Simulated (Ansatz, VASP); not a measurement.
# N: VASP beside Ansatz

```
N
1.0
     9.00000    0.00000    0.00000
     0.00000    9.50000    0.00000
     0.00000    0.00000   10.00000
N
2
Direct
  0.50000 0.50000 0.44500
  0.50000 0.50000 0.55500
```

Alike in both runs: functional PBEsol; k mesh 1 × 1 × 1; no spin polarisation.

Ansatz relaxed the structure, and its values are those at the end. VASP's run is a single point on that final structure, the one shown.

|  | VASP | Ansatz |
| --- | --- | --- |
| version | VASP 6.6.1 | Ansatz 0.2.0 |
| potentials or method | VASP PAW PBE potentials, release 64 (N), cutoff 520 eV | plane waves, PAW |
| occupations | methfessel-paxton of order 1, width 0.02 eV | cold, width 0.02 eV |
| valence electrons in the cell | 10 | 10 |

VASP gave:

- rms of the force components (eV/Å): 1.080

Estimate Ansatz's values.

rms of the force components (eV/Å): 0.001.

VASP's potentials were made for PBE, not for PBEsol. Ansatz's warnings: stress scf threshold loose.

Noted on VASP's run: the standard files for N, O and F lose accuracy on very short bonds.
